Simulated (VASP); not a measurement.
# HC12 in VASP: single point with PBE+D3(BJ)

Aim: the single point of HC12 with PBE+D3(BJ).

Everything below comes from runs of VASP 6.6.1. Logs are shortened: lines on timing, memory, paths and dates and some standing lists are left out, and cuts for length are marked.

### Step 1. The cell of the first run

The cell holds a slab with vacuum, 13 atoms: a = 4.931 Å, b = 4.010 Å, c = 21.601 Å, α = 90.00°, β = 90.00°, γ = 90.00°.

### Step 2. Single point, PBE+D3(BJ), collinear spin

Contents of INCAR:

```
SYSTEM = HC12
ALGO = Normal
DIPOL = 0.5 0.5 0.302
EDIFF = 1E-6
ENCUT = 520
GGA = PE
IDIPOL = 3
ISIF = 2
ISMEAR = 0
ISPIN = 2
IVDW = 12
LASPH = .TRUE.
LCHARG = .FALSE.
LDIPOL = .TRUE.
LORBIT = 11
LREAL = .FALSE.
LWAVE = .FALSE.
MAGMOM = 0 0 0 0 0 0 0 0 0 0 0 0 1
NBANDS = 40
NELM = 150
PREC = Accurate
SIGMA = 0.05
```

Contents of KPOINTS:

```
k-points
0
G
  6 7 1
  0 0 0
```

Contents of POSCAR:

```
HC12
1.0
    4.9311586502      0.0000000000      0.0000000000
    0.0000000000      4.0098697767      0.0000000000
    0.0000000000      0.0000000000     21.6014232414
C H
12 1
Direct
    0.2500000000      0.3776970832      0.1851729840
    0.7500000000      0.3776970832      0.1851729840
    0.0000000000      0.4720802753      0.2130426460
    0.5000000000      0.4720802753      0.2130426460
    0.0000000000      0.6609562027      0.2688143161
    0.5000000000      0.6609562027      0.2688143161
    0.2500000000      0.7503681903      0.2962457608
    0.7500000000      0.7503681903      0.2962457608
    0.2500000000      0.9412921293      0.3552728042
    0.7500000000      0.9412921293      0.3552728042
    0.0000000000      0.0234303656      0.3796705036
    0.5000000000      0.0234303656      0.3796705036
    0.2500000000      0.1900970322      0.5231795662
```

Potentials or basis: VASP PAW PBE potentials, release 64 (C, H).

The run is started by

```sh
$ cat potpaw_PBE.64/C/POTCAR potpaw_PBE.64/H/POTCAR > POTCAR
$ mpirun -np 1 vasp_std > vasp.out
```

OUTCAR:

```text
SYSTEM = HC12
   EDIFF = 1E-6
   ENCUT = 520
   GGA = PE
   ISIF = 2
   ISMEAR = 0
   ISPIN = 2
   IVDW = 12
   LASPH = .TRUE.
   LORBIT = 11
   LREAL = .FALSE.
   NELM = 150
   PREC = Accurate
 IVDW          = 12

 ion  position               nearest neighbor table
   1  0.250  0.378  0.185-   3 1.42   4 1.42
   2  0.750  0.378  0.185-   3 1.42   4 1.42
   3  0.000  0.472  0.213-   5 1.42   2 1.42   1 1.42
   4  0.500  0.472  0.213-   6 1.42   2 1.42   1 1.42
   5  0.000  0.661  0.269-   7 1.41   8 1.41   3 1.42
   6  0.500  0.661  0.269-   7 1.41   8 1.41   4 1.42
   7  0.250  0.750  0.296-   5 1.41   6 1.41   9 1.49
   8  0.750  0.750  0.296-   5 1.41   6 1.41  10 1.49
   9  0.250  0.941  0.355-  11 1.38  12 1.38   7 1.49
  10  0.750  0.941  0.355-  11 1.38  12 1.38   8 1.49
  11  0.000  0.023  0.380-   9 1.38  10 1.38
  12  0.500  0.023  0.380-   9 1.38  10 1.38
  13  0.250  0.190  0.523-

  LATTYP: Found a simple orthorhombic cell.
 ALAT       =     4.0098697767
 B/A-ratio  =     1.2297553100
 C/A-ratio  =     5.3870635318

  Lattice vectors:

 A1 = (   0.0000000000,  -4.0098697767,   0.0000000000)
 A2 = (   4.9311586502,   0.0000000000,   0.0000000000)
 A3 = (   0.0000000000,   0.0000000000,  21.6014232414)

Analysis of symmetry for initial positions (statically):
=====================================================================
 Subroutine PRICEL returns:
 Original cell was already a primitive cell.

 Routine SETGRP: Setting up the symmetry group for a
 simple orthorhombic supercell.

 Subroutine GETGRP returns: Found  2 space group operations
 (whereof  1 operations were pure point group operations)
 out of a pool of  8 trial point group operations.

The static configuration has the point symmetry C_1 .
 The point group associated with its full space group is C_1h.

Analysis of symmetry for dynamics (positions and initial velocities):
=====================================================================
 Subroutine PRICEL returns:
 Original cell was already a primitive cell.

 Routine SETGRP: Setting up the symmetry group for a
 simple orthorhombic supercell.

 Subroutine GETGRP returns: Found  2 space group operations
 (whereof  1 operations were pure point group operations)
 out of a pool of  8 trial point group operations.

The dynamic configuration has the point symmetry C_1 .
 The point group associated with its full space group is C_1h.

Analysis of structural, dynamic, and magnetic symmetry:
=====================================================================
 Subroutine PRICEL returns:
 Original cell was already a primitive cell.

 Routine SETGRP: Setting up the symmetry group for a
 simple orthorhombic supercell.

 Subroutine GETGRP returns: Found  2 space group operations
 (whereof  1 operations were pure point group operations)
 out of a pool of  8 trial point group operations.

The overall configuration has the point symmetry C_1 .
 The point group associated with its full space group is C_1h.

 Subroutine INISYM returns: Found  2 space group operations
 (whereof  1 operations are pure point group operations),
 and found     1 'primitive' translations

----------------------------------------------------------------------------------------

                                     Primitive cell

  volume of cell :     427.1315

  direct lattice vectors                    reciprocal lattice vectors
     4.931158650  0.000000000  0.000000000     0.202792096  0.000000000  0.000000000
     0.000000000  4.009869777  0.000000000     0.000000000  0.249384657  0.000000000
     0.000000000  0.000000000 21.601423241     0.000000000  0.000000000  0.046293246

  length of vectors
     4.931158650  4.009869777 21.601423241     0.202792096  0.249384657  0.046293246

  position of ions in fractional coordinates (direct lattice)
     0.250000000  0.377697083  0.185172984
     0.750000000  0.377697083  0.185172984
     0.000000000  0.472080275  0.213042646
     0.500000000  0.472080275  0.213042646
[... 93 lines left out ...]
   NFREE  =      0    steps in history (QN), initial steepest desc. (CG)
   ISIF   =      2    stress and relaxation
   ISYM   =      2    0-nonsym 1-usesym 2-fastsym
   POTIM  = 0.5000    time-step for ionic-motion
   TEBEG  =    0.0;   TEEND  =   0.0 temperature during run
   PSTRESS=    0.0 pullay stress
   NELECT =      49.0000    total number of electrons
   NUPDOWN=      -1.0000    fix difference up-down
   EMIN   =  10.00;   EMAX   =-10.00  energy-range for DOS
   EFERMI =   0.00;   METHOD = LEGACY
   ISMEAR =     0;   SIGMA  =   0.05  broadening in eV -4-tet -1-fermi 0-gaus
   EFERMI_NEDOS =   21; number of points for ismear=-14 and -15
   IALGO  =     38    algorithm
   IMIX   =      4    mixing-type and parameters
     AMIX     =   0.40;   BMIX     =  1.00
     AMIX_MAG =   1.60;   BMIX_MAG =  1.00
  volume/ion in A,a.u.               =      32.86       221.73
  Fermi-wavevector in a.u.,A,eV,Ry     =   0.795462  1.503206  8.609228  0.632760
  Thomas-Fermi vector in A             =   1.901795
   LORBIT       =     11    0 simple, 1 ext, 2 COOP (PROOUT), +10 PAW based schemes
   GGA     = PE    functional components
   LHFCALC =     F    Hartree Fock is set to
   AEXX    =    0.0000 exact exchange contribution
   IVDW    =    12    specifies the selected vdW correction
   LEPSILON=     F    determine dielectric tensor
   LRPA    =     F    only Hartree local field effects (RPA)
 spin polarized calculation
 Gauss-broadening in eV      SIGMA  =   0.05
  energy-cutoff  :      520.00
  volume of cell :      427.13
 maximum number of plane-waves:     11558
 NGX is ok and might be reduce to    40
   NGX = 19   NGY = 15   NGZ = 81

 dipolmoment           0.000000      0.000000      0.133653 electrons x Angstroem

 number of electron      49.0000007 magnetization       1.0367163

 dipolmoment           0.000000      0.000000     -0.077932 electrons x Angstroem

 Free energy of the ion-electron system (eV)
  ---------------------------------------------------
  ext. energy  EPLUGINS =         0.00000000
  ---------------------------------------------------
  free energy    TOTEN  =       -98.90545027 eV

  energy without entropy =      -98.89136661  energy(sigma->0) =      -98.89840844

 E-fermi :  -3.6404     XC(G=0):  -3.5540

 val. band max:       -3.6583296851   @ k =   0.5000   0.4286   0.0000
 cond. band min:      -3.6347682572   @ k =   0.5000   0.0000   0.0000
 fundamental gap:      0.0235614279
 Fermi energy:        -3.6404233161

 spin component 1

 k-point     1 :       0.0000    0.0000    0.0000
  band No.  band energies     occupation
      1     -22.3292      1.00000
      2     -20.5662      1.00000
      3     -18.1509      1.00000
      4     -18.1366      1.00000
      5     -18.0902      1.00000
      6     -16.4284      1.00000
[... 613 lines left out ...]
     35       4.2548      0.00000
     36       4.9704      0.00000
 Fermi energy:        -3.6404233161

 spin component 2

 k-point     1 :       0.0000    0.0000    0.0000
  band No.  band energies     occupation
      1     -22.3258      1.00000
      2     -20.5597      1.00000
      3     -18.1460      1.00000
      4     -18.1342      1.00000
      5     -18.0864      1.00000
      6     -16.4156      1.00000
[... 613 lines left out ...]
     35       4.8780      0.00000
     36       5.2056      0.00000
 [bands above 36 left out]

------------------------ aborting loop because EDIFF is reached ----------------------------------------

 vacuum level on the upper side and lower side of the slab       (xc-potential included)        -0.346         0.350

 Edisp (eV)   -1.31416

 E8    (eV) :    -0.3896

  FORCE on cell =-STRESS in cart. coord.  units (eV):
  Direction    XX          YY          ZZ          XY          YZ          ZX
  --------------------------------------------------------------------------------------
  -------------------------------------------------------------------------------------
  Total      -0.47354     0.36782     1.33913     0.00000     0.85086     0.00000
  in kB      -1.77626     1.37971     5.02310     0.00000     3.19160     0.00000
  external pressure =        1.54 kB  Pullay stress =        0.00 kB

 VOLUME and BASIS-vectors are now :
 -----------------------------------------------------------------------------
  energy-cutoff  :      520.00
  volume of cell :      427.13
      direct lattice vectors                 reciprocal lattice vectors
     4.931158650  0.000000000  0.000000000     0.202792096  0.000000000  0.000000000
     0.000000000  4.009869777  0.000000000     0.000000000  0.249384657  0.000000000
     0.000000000  0.000000000 21.601423241     0.000000000  0.000000000  0.046293246

 POSITION                                       TOTAL-FORCE (eV/Angst)
 -----------------------------------------------------------------------------------
      1.23279      1.51452      4.00000         0.000000      0.858518      1.479097
      3.69837      1.51452      4.00000         0.000000      0.858901      1.474683
      0.00000      1.89298      4.60202        -0.009515     -1.616061     -2.843332
      2.46558      1.89298      4.60202         0.009515     -1.616061     -2.843332
      0.00000      2.65035      5.80677        -0.016507      0.724061      1.322355
      2.46558      2.65035      5.80677         0.016507      0.724061      1.322355
      1.23279      3.00888      6.39933         0.000000      0.029559      0.025099
      3.69837      3.00888      6.39933         0.000000      0.009711      0.004239
      1.23279      3.77446      7.67440         0.000000      0.028735      0.041983
      3.69837      3.77446      7.67440         0.000000     -0.047394     -0.080493
      0.00000      0.09395      8.20142        -0.045494      0.027883      0.091605
      2.46558      0.09395      8.20142         0.045494      0.027883      0.091605
      1.23279      0.76226     11.30142         0.000000     -0.009800     -0.085864
 -----------------------------------------------------------------------------------
    total drift:                                0.000000     -0.000078     -0.000355

  FREE ENERGIE OF THE ION-ELECTRON SYSTEM (eV)
  ---------------------------------------------------
  free  energy   TOTEN  =      -100.2196122336 eV

  energy  without entropy=     -100.2055285765  energy(sigma->0) =     -100.21257041

 vacuum level on the upper side and lower side of the slab         2.291         3.006

 total charge

# of ion       s       p       d       tot
------------------------------------------
    1        0.911   1.522   0.000   2.432
    2        0.910   1.522   0.000   2.433
    3        0.869   1.763   0.000   2.632
    4        0.869   1.763   0.000   2.632
    5        0.876   1.775   0.000   2.651
    6        0.876   1.775   0.000   2.651
    7        0.872   1.733   0.000   2.605
    8        0.872   1.734   0.000   2.606
    9        0.870   1.781   0.000   2.651
   10        0.871   1.780   0.000   2.651
   11        0.918   1.592   0.000   2.509
   12        0.918   1.592   0.000   2.509
   13        0.375   0.000   0.000   0.375
--------------------------------------------------
tot         11.007  20.331   0.000  31.337

 magnetization (x)

# of ion       s       p       d       tot
------------------------------------------
    1       -0.000   0.002   0.000   0.001
    2       -0.001  -0.002   0.000  -0.003
    3       -0.000   0.000   0.000   0.000
    4       -0.000   0.000   0.000   0.000
    5       -0.000   0.001   0.000   0.001
    6       -0.000   0.001   0.000   0.001
    7       -0.001  -0.005   0.000  -0.006
    8        0.002   0.007   0.000   0.009
    9       -0.001  -0.001   0.000  -0.002
   10        0.002   0.002   0.000   0.004
   11        0.003   0.013   0.000   0.016
   12        0.003   0.013   0.000   0.016
   13        0.374   0.000   0.000   0.374
--------------------------------------------------
tot          0.378   0.031   0.000   0.409
```

Run time: 16 min. Hardware: 1 thread of Oxide Virtual Turin-like, shared host; peak memory 0.82 GiB.

What came out:

| Property | Result |
| --- | --- |
| Free energy | -100.2196 eV |
| Largest force | 3.271 eV/Å |
| Band gap on the k mesh | 0.02 eV (least direct gap 0.06 eV) |
| Net moment | 1.04 μB per cell |
| Site moments | C +0.00, -0.00, -0.01, +0.01, +0.02 (each value once); H +0.37 μB |
| Valence electrons inside the program's atomic spheres | C 2.43, 2.63, 2.65, 2.60, 2.61, 2.51 (each value once); H 0.38 |
| Dispersion energy per atom | -0.101 eV |

Forces in eV/Å, atoms in the order of the input:
```
C    0.000  0.859  1.479
C    0.000  0.859  1.475
C   -0.010 -1.616 -2.843
C    0.010 -1.616 -2.843
C   -0.017  0.724  1.322
C    0.017  0.724  1.322
C    0.000  0.030  0.025
C    0.000  0.010  0.004
C    0.000  0.029  0.042
C    0.000 -0.047 -0.080
C   -0.045  0.028  0.092
C    0.045  0.028  0.092
H    0.000 -0.010 -0.086
```

Levels at points of the mesh, in eV from the valence-band top:
Spin up:
```tsv
k point	band 23	band 24	band 25	band 26	band 27	band 28
(0.00, 0.00, 0.00)	-0.49	-0.31	-0.26	0.63	0.81	1.25
(0.50, 0.00, 0.00)	-1.76	-0.09	-0.04	0.02	0.06	3.05
```
Spin down:
| k point | band 22 | band 23 | band 24 | band 25 | band 26 | band 27 |
| --- | --- | --- | --- | --- | --- | --- |
| (0.00, 0.00, 0.00) | -0.41 | -0.35 | -0.27 | 0.58 | 0.83 | 1.25 |
| (0.50, 0.00, 0.00) | -1.90 | -0.06 | -0.05 | 0.03 | 0.05 | 3.05 |
